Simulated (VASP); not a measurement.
Sc, 1 atom in the cell. Symmetry: Pm-3m, No. 221, cubic system. The conventional cell has a = 2.912 Å, b = 2.912 Å, c = 2.912 Å, α = 90.00°, β = 90.00°, γ = 90.00°. Sc (site symmetry m-3m) has 6 Sc at 2.91 Å within 3.8 Å. 

| Quantity | Value |
| --- | --- |
| Program | VASP 6.6.1 |
| Task | single point |
| Functional | PBEsol |
| Potentials or basis | VASP PAW PBE potentials, release 64 (Sc_sv) |
| Cutoff | 520 eV |
| k mesh | 7 × 7 × 7 |
| Occupations | fermi-dirac, width 0.05 eV |
| Spin | no spin polarisation |
| Dipole correction | no |
| Further INCAR settings | ALGO = Normal; EDIFF = 1e-06; NBANDS = 12 |

Potentials or basis: VASP PAW PBE potentials, release 64 (Sc_sv).

Launch:

```bash
$ cat potpaw_PBE.64/Sc_sv/POTCAR > POTCAR
$ mpirun -np 1 vasp_std > vasp.out
```

Hardware: 1 thread of Intel Xeon 8259CL, with other jobs on the host.

Question: How long does it take, and how much memory?

Answer: Run time: 10 s on 1 thread of Intel Xeon 8259CL, with other jobs on the host, peak memory 0.14 GiB. Counts: scf iterations 11, k points 20.
